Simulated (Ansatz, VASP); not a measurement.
ZnS in VASP and in Ansatz

```
CELL_PARAMETERS angstrom
3.81100 0.00000 0.00000
-1.90550 3.30042 0.00000
0.00000 0.00000 6.10932
ATOMIC_POSITIONS crystal
Zn 0.33333 0.66667 0.00000
Zn 0.66667 0.33333 0.50000
S 0.33333 0.66667 0.38500
S 0.66667 0.33333 0.88500
```

Change from the starting cell: zz strain of -2 %.

Alike in both runs: task single point; functional PBE; k mesh 8 × 8 × 5; occupations fermi-dirac, width 0.03 eV; no spin polarisation.

|  | VASP | Ansatz |
| --- | --- | --- |
| version | VASP 6.6.1 | Ansatz 0.2.0 |
| potentials or method | VASP PAW PBE potentials, release 64 (Zn, S), cutoff 520 eV | all-electron LAPW, scalar-relativistic |

```tsv
	VASP	Ansatz	Ansatz less VASP
gap on the k mesh at the Fermi level (eV)	2.31	2.31	-0.003
pressure (GPa)	4.1	3.9	-0.17
traceless stress, the component that is largest in VASP (GPa)	0.36	0.37	+0.015
rms of the force components (eV/Å)	0.126	0.125	-0.0008
```

Atom by atom the forces differ by 0.001 eV/Å (rms over components). Ansatz ran all-electron here, and VASP with PAW potentials.
